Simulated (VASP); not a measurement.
# Tl (Fm-3m) in VASP: a series of runs

Tl is run at these levels: r2SCAN; tasks: single point.

Program: VASP 6.6.1. These are calculated values, not measurements. Logs are shortened: lines on timing, memory, paths and dates and some standing lists are left out, and cuts for length are marked.

## Step 1: The cell of the first run

The structure is cubic, space group Fm-3m (No. 225). The conventional cell has a = 4.966 Å, b = 4.966 Å, c = 4.966 Å, α = 90.00°, β = 90.00°, γ = 90.00°. Tl (site symmetry m-3m) has 12 Tl at 3.51 Å within 4.6 Å.

This isn't the form of Tl at room conditions, which is hcp.

## Step 2: Single point, r2SCAN

File POSCAR:

```
Tl
1.0
    0.0000000000      2.4830220000      2.4830220000
    2.4830220000      0.0000000000      2.4830220000
    2.4830220000      2.4830220000      0.0000000000
Tl
1
Direct
    0.0000000000      0.0000000000      0.0000000000
```

File INCAR.step1:

```
PREC = Accurate
ENCUT = 550
ISMEAR = -1
SIGMA = 0.1
LREAL = False
LASPH = True
NELM = 120
NBANDS = 12
GGA = PE
ALGO = Normal
EDIFF = 1E-5
LWAVE = True
LCHARG = False
GGA_COMPAT = False
```

File INCAR.step2:

```
PREC = Accurate
ENCUT = 550
EDIFF = 1E-6
ISMEAR = -1
SIGMA = 0.1
LREAL = False
LASPH = True
NELM = 120
ALGO = Normal
ISIF = 2
LWAVE = False
LCHARG = False
METAGGA = R2SCAN
LMIXTAU = True
NBANDS = 12
ISTART = 1
GGA_COMPAT = False
```

File KPOINTS:

```
regular mesh
0
Gamma
  6 6 6
```

Potentials or basis: VASP PAW PBE potentials, release 64 (Tl_d).

The run is started by

```console
$ cat potpaw_PBE.64/Tl_d/POTCAR > POTCAR
$ cp INCAR.step1 INCAR
$ mpirun -np 1 vasp_std > vasp.out
$ cp INCAR.step2 INCAR
$ mpirun -np 1 vasp_std > vasp.out
```

OUTCAR:

```text
PREC = Accurate
   ENCUT = 550
   EDIFF = 1E-6
   ISMEAR = -1
   LREAL = False
   LASPH = True
   NELM = 120
   ISIF = 2
   METAGGA = R2SCAN
   ISTART = 1

 ion  position               nearest neighbor table
   1  0.000  0.000  0.000-

  LATTYP: Found a face centered cubic cell.
 ALAT       =     4.9660440000

  Lattice vectors:

 A1 = (   0.0000000000,   2.4830220000,   2.4830220000)
 A2 = (   2.4830220000,   0.0000000000,   2.4830220000)
 A3 = (   2.4830220000,   2.4830220000,   0.0000000000)

Analysis of symmetry for initial positions (statically):
=====================================================================
 Subroutine PRICEL returns:
 Original cell was already a primitive cell.

 Routine SETGRP: Setting up the symmetry group for a
 face centered cubic supercell.

 Subroutine GETGRP returns: Found 48 space group operations
 (whereof 48 operations were pure point group operations)
 out of a pool of 48 trial point group operations.

The static configuration has the point symmetry O_h .

Analysis of symmetry for dynamics (positions and initial velocities):
=====================================================================
 Subroutine PRICEL returns:
 Original cell was already a primitive cell.

 Routine SETGRP: Setting up the symmetry group for a
 face centered cubic supercell.

 Subroutine GETGRP returns: Found 48 space group operations
 (whereof 48 operations were pure point group operations)
 out of a pool of 48 trial point group operations.

The dynamic configuration has the point symmetry O_h .

 Subroutine INISYM returns: Found 48 space group operations
 (whereof 48 operations are pure point group operations),
 and found     1 'primitive' translations

----------------------------------------------------------------------------------------

                                     Primitive cell

  volume of cell :      30.6176

  direct lattice vectors                    reciprocal lattice vectors
     0.000000000  2.483022000  2.483022000    -0.201367527  0.201367527  0.201367527
     2.483022000  0.000000000  2.483022000     0.201367527 -0.201367527  0.201367527
     2.483022000  2.483022000  0.000000000     0.201367527  0.201367527 -0.201367527

  length of vectors
     3.511523388  3.511523388  3.511523388     0.348778788  0.348778788  0.348778788

  position of ions in fractional coordinates (direct lattice)
     0.000000000  0.000000000  0.000000000

  ion indices of the primitive-cell ions
   primitive index   ion index
                 1           1

----------------------------------------------------------------------------------------

 KPOINTS: regular mesh

Automatic generation of k-mesh.
 Grid dimensions read from file:
 generate k-points for:    6    6    6

 Generating k-lattice:

  Cartesian coordinates                     Fractional coordinates (reciprocal lattice)
    -0.033561255  0.033561255  0.033561255     0.166666667  0.000000000  0.000000000
     0.033561255 -0.033561255  0.033561255     0.000000000  0.166666667  0.000000000
     0.033561255  0.033561255 -0.033561255     0.000000000  0.000000000  0.166666667

  Length of vectors
     0.058129798  0.058129798  0.058129798

  Shift w.r.t. Gamma in fractional coordinates (k-lattice)
     0.000000000  0.000000000  0.000000000

 Subroutine IBZKPT returns following result:
 ===========================================

 Found     16 irreducible k-points:

 Following reciprocal coordinates:
            Coordinates               Weight
  0.000000  0.000000  0.000000      1.000000
  0.166667  0.000000  0.000000      8.000000
  0.333333  0.000000  0.000000      8.000000
  0.500000  0.000000  0.000000      4.000000
  0.166667  0.166667  0.000000      6.000000
  0.333333  0.166667  0.000000     24.000000
[... 8 lines left out ...]
 -0.333333  0.333333  0.166667     24.000000
 -0.333333  0.500000  0.166667     12.000000
   k-points           NKPTS =     16   k-points in BZ     NKDIM =     16   number of bands    NBANDS=     12
   number of dos      NEDOS =    301   number of ions     NIONS =      1
   total plane-waves  NPLWV =  21952
   dimension x,y,z NGX =    28 NGY =   28 NGZ =   28
   dimension x,y,z NGXF=    56 NGYF=   56 NGZF=   56
   ions per type =               1
   NGX,Y,Z   is equivalent  to a cutoff of  13.26, 13.26, 13.26 a.u.
   NGXF,Y,Z  is equivalent  to a cutoff of  26.51, 26.51, 26.51 a.u.
 SYSTEM =  unknown system
   PREC   = accura    normal or accurate (medium, high low for compatibility)
   ISTART =      1    job   : 0-new  1-cont  2-samecut
   ICHARG =      0    charge: 1-file 2-atom 10-const
   ISPIN  =      1    spin polarized calculation?
   LNONCOLLINEAR =      F non collinear calculations
   LSORBIT =      F    spin-orbit coupling
   LASPH  =      T    aspherical Exc in radial PAW
   ENCUT  =  550.0 eV  40.42 Ry    6.36 a.u.   6.71  6.71  6.71*2*pi/ulx,y,z
   NELM   =    120;   NELMIN=  2; NELMDL=  0     # of ELM steps
   EDIFF  = 0.1E-05   stopping-criterion for ELM
   LREAL  =      F    real-space projection
   EDIFFG = 0.1E-04   stopping-criterion for IOM
   NSW    =      0    number of steps for IOM
   IBRION =     -1    ionic relax: 0-MD 1-quasi-New 2-CG
   NFREE  =      0    steps in history (QN), initial steepest desc. (CG)
   ISIF   =      2    stress and relaxation
   ISYM   =      2    0-nonsym 1-usesym 2-fastsym
   POTIM  = 0.5000    time-step for ionic-motion
   TEBEG  =    0.0;   TEEND  =   0.0 temperature during run
   PSTRESS=    0.0 pullay stress
   NELECT =      13.0000    total number of electrons
   NUPDOWN=      -1.0000    fix difference up-down
   EMIN   =  10.00;   EMAX   =-10.00  energy-range for DOS
   EFERMI =   0.00;   METHOD = LEGACY
   ISMEAR =    -1;   SIGMA  =   0.10  broadening in eV -4-tet -1-fermi 0-gaus
   EFERMI_NEDOS =   21; number of points for ismear=-14 and -15
   IALGO  =     38    algorithm
   IMIX   =      4    mixing-type and parameters
     AMIX     =   0.40;   BMIX     =  1.00
     AMIX_MAG =   1.60;   BMIX_MAG =  1.00
  volume/ion in A,a.u.               =      30.62       206.62
  Fermi-wavevector in a.u.,A,eV,Ry     =   1.230454  2.325221 20.599452  1.514017
  Thomas-Fermi vector in A             =   2.365302
   LORBIT       =      0    0 simple, 1 ext, 2 COOP (PROOUT), +10 PAW based schemes
   METAGGA = R2SCAN    functional components
   LHFCALC =     F    Hartree Fock is set to
   AEXX    =    0.0000 exact exchange contribution
   IVDW    =     0    specifies the selected vdW correction
   LEPSILON=     F    determine dielectric tensor
   LRPA    =     F    only Hartree local field effects (RPA)
 non-spin polarized calculation
  energy-cutoff  :      550.00
  volume of cell :       30.62
 maximum number of plane-waves:       934
   NGX = 13   NGY = 13   NGZ = 13

 number of electron      13.0000000 magnetization

 Free energy of the ion-electron system (eV)
  ---------------------------------------------------
  ext. energy  EPLUGINS =         0.00000000
  ---------------------------------------------------
  free energy    TOTEN  =       -53.16723920 eV

  energy without entropy =      -53.14470820  energy(sigma->0) =      -53.15597370

 E-fermi :   5.7315     XC(G=0): -10.4445

 val. band max:        5.6522912166   @ k =   0.5000   0.3333   0.0000
 cond. band min:       5.9452005462   @ k =  -0.3333   0.3333   0.0000
 fundamental gap:      0.2929093296
 Fermi energy:         5.7314540126

 k-point     1 :       0.0000    0.0000    0.0000
  band No.  band energies     occupation
      1      -6.2416      2.00000
      2      -6.2416      2.00000
      3      -6.2416      2.00000
      4      -6.0027      2.00000
      5      -6.0027      2.00000
      6      -4.1430      2.00000
      7      15.8522      0.00000
      8      15.8522      0.00000
      9      15.8522      0.00000
     10      17.3471      0.00000
     11      20.1766      0.00000
     12      20.9332      0.00000

 k-point     2 :       0.1667    0.0000    0.0000
  band No.  band energies     occupation
      1      -6.2637      2.00000
      2      -6.1935      2.00000
      3      -6.1935      2.00000
      4      -5.9971      2.00000
      5      -5.9971      2.00000
      6      -3.5538      2.00000
      7      11.5312      0.00000
      8      15.2726      0.00000
      9      15.2726      0.00000
     10      17.0871      0.00000
     11      20.4688      0.00000
     12      21.3755      0.00000

 k-point     3 :       0.3333    0.0000    0.0000
  band No.  band energies     occupation
      1      -6.3443      2.00000
      2      -6.2021      2.00000
      3      -6.2021      2.00000
      4      -5.8738      2.00000
      5      -5.8738      2.00000
      6      -1.7676      2.00000
      7       6.3439      0.00437
      8      14.2975      0.00000
      9      14.2975      0.00000
     10      16.8757      0.00000
     11      18.8074      0.00000
     12      19.9220      0.00000
[... 166 lines left out ...]
 k-point    15 :      -0.3333    0.3333    0.1667
  band No.  band energies     occupation
      1      -6.2802      2.00000
      2      -6.2278      2.00000
      3      -6.0626      2.00000
      4      -5.9739      2.00000
      5      -5.7851      2.00000
      6       1.2697      2.00000
      7       4.9644      1.99907
      8       7.9231      0.00000
      9       9.9454      0.00000
     10      17.4829      0.00000
     11      19.6726      0.00000
     12      22.4771      0.00000

 k-point    16 :      -0.3333    0.5000    0.1667
  band No.  band energies     occupation
      1      -6.3668      2.00000
      2      -6.3243      2.00000
      3      -5.9639      2.00000
      4      -5.8966      2.00000
      5      -5.7285      2.00000
      6       1.9172      2.00000
      7       5.1915      1.99100
      8       7.7243      0.00000
      9       8.4073      0.00000
     10      17.0377      0.00000
     11      17.8574      0.00000
     12      22.9803      0.00000

------------------------ aborting loop because EDIFF is reached ----------------------------------------

  FORCE on cell =-STRESS in cart. coord.  units (eV):
  Direction    XX          YY          ZZ          XY          YZ          ZX
  --------------------------------------------------------------------------------------
  -------------------------------------------------------------------------------------
  Total       -0.1099316     -0.1099316     -0.1099316     -0.0000000      0.0000000      0.0000000
  in kB       -5.7525631     -5.7525631     -5.7525631     -0.0000000      0.0000000      0.0000000
  external PRESSURE =      -5.7525631 kB  Pullay stress =       0.0000000 kB

 VOLUME and BASIS-vectors are now :
 -----------------------------------------------------------------------------
  energy-cutoff  :      550.00
  volume of cell :       30.62
      direct lattice vectors                 reciprocal lattice vectors
     0.000000000  2.483022000  2.483022000    -0.201367527  0.201367527  0.201367527
     2.483022000  0.000000000  2.483022000     0.201367527 -0.201367527  0.201367527
     2.483022000  2.483022000  0.000000000     0.201367527  0.201367527 -0.201367527

 POSITION                                       TOTAL-FORCE (eV/Angst)
 -----------------------------------------------------------------------------------
      0.00000      0.00000      0.00000         0.000000      0.000000     -0.000000
 -----------------------------------------------------------------------------------
    total drift:                               -0.000000     -0.000000     -0.000000

  FREE ENERGIE OF THE ION-ELECTRON SYSTEM (eV)
  ---------------------------------------------------
  free  energy   TOTEN  =       -53.1672391979 eV

  energy  without entropy=      -53.1447082038  energy(sigma->0) =      -53.15597370
```

It took 61 s on 1 thread of Intel Xeon 8259CL, shared host; peak memory 0.16 GiB.

What came out:

* Free energy: -53.1672 eV
* Pressure: -0.6 GPa
* Band gap on the k mesh: zero (an odd number of electrons rules out a gap without spin polarisation)

Caveat: the k points lie up to 0.37 Å⁻¹ apart, too coarse for converged energies and pressures of a metal; the PAW data sets were made with another functional, which shifts forces and pressure a little; spin-orbit coupling is left out, which moves the levels of the heavy elements.

## Step 3: Single point, r2SCAN

POSCAR is that of step 2.

File INCAR.step1:

```
SYSTEM = Tl
ALGO = Normal
EDIFF = 1E-5
ENCUT = 550
GGA = PE
GGA_COMPAT = .False.
ISMEAR = -1
LASPH = .True.
LCHARG = .False.
LREAL = .False.
LWAVE = .True.
NBANDS = 12
NELM = 120
PREC = Accurate
SIGMA = 0.1
```

File INCAR.step2:

```
SYSTEM = Tl
ALGO = Normal
EDIFF = 1E-6
ENCUT = 550
GGA_COMPAT = .False.
ISIF = 2
ISMEAR = -1
ISTART = 1
LASPH = .True.
LCHARG = .False.
LMIXTAU = .True.
LREAL = .False.
LWAVE = .False.
METAGGA = R2SCAN
NBANDS = 12
NELM = 120
PREC = Accurate
SIGMA = 0.1
```

File KPOINTS:

```
k-points
0
Gamma
  6 6 6
  0 0 0
```

Potentials or basis: VASP PAW PBE potentials, release 64 (Tl_d).

The run is started by

```console
$ cat potpaw_PBE.64/Tl_d/POTCAR > POTCAR
$ cp INCAR.step1 INCAR
$ mpirun -np 1 vasp_std > vasp.out
$ cp INCAR.step2 INCAR
$ mpirun -np 1 vasp_std > vasp.out
```

OUTCAR:

```text
SYSTEM = Tl
   EDIFF = 1E-6
   ENCUT = 550
   ISIF = 2
   ISMEAR = -1
   ISTART = 1
   LASPH = .True.
   LREAL = .False.
   METAGGA = R2SCAN
   NELM = 120
   PREC = Accurate

 ion  position               nearest neighbor table
   1  0.000  0.000  0.000-

  LATTYP: Found a face centered cubic cell.
 ALAT       =     4.9660440000

  Lattice vectors:

 A1 = (   0.0000000000,   2.4830220000,   2.4830220000)
 A2 = (   2.4830220000,   0.0000000000,   2.4830220000)
[... 408 lines left out ...]
     11      17.8574      0.00000
     12      22.9803      0.00000

------------------------ aborting loop because EDIFF is reached ----------------------------------------

  FORCE on cell =-STRESS in cart. coord.  units (eV):
  Direction    XX          YY          ZZ          XY          YZ          ZX
  --------------------------------------------------------------------------------------
  -------------------------------------------------------------------------------------
  Total       -0.1099316     -0.1099316     -0.1099316     -0.0000000      0.0000000      0.0000000
  in kB       -5.7525631     -5.7525631     -5.7525631     -0.0000000      0.0000000      0.0000000
  external PRESSURE =      -5.7525631 kB  Pullay stress =       0.0000000 kB

 VOLUME and BASIS-vectors are now :
 -----------------------------------------------------------------------------
  energy-cutoff  :      550.00
  volume of cell :       30.62
      direct lattice vectors                 reciprocal lattice vectors
     0.000000000  2.483022000  2.483022000    -0.201367527  0.201367527  0.201367527
     2.483022000  0.000000000  2.483022000     0.201367527 -0.201367527  0.201367527
     2.483022000  2.483022000  0.000000000     0.201367527  0.201367527 -0.201367527

 POSITION                                       TOTAL-FORCE (eV/Angst)
 -----------------------------------------------------------------------------------
      0.00000      0.00000      0.00000         0.000000      0.000000     -0.000000
 -----------------------------------------------------------------------------------
    total drift:                               -0.000000     -0.000000     -0.000000

  FREE ENERGIE OF THE ION-ELECTRON SYSTEM (eV)
  ---------------------------------------------------
  free  energy   TOTEN  =       -53.1672391979 eV

  energy  without entropy=      -53.1447082038  energy(sigma->0) =      -53.15597370
```

It took 58 s on 1 thread of Intel Xeon 8259CL, shared host; peak memory 0.16 GiB.

Results:

- Free energy: -53.1672 eV
- Pressure: -0.6 GPa
- Band gap on the k mesh: zero (an odd number of electrons rules out a gap without spin polarisation)

Caveat: the k points lie up to 0.37 Å⁻¹ apart, too coarse for converged energies and pressures of a metal; the PAW data sets were made with another functional, which shifts forces and pressure a little; spin-orbit coupling is left out, which moves the levels of the heavy elements.

(Continued in part 2 of 2.)

The gap in the log of VASP goes by the Fermi energy; the results here count the filled bands.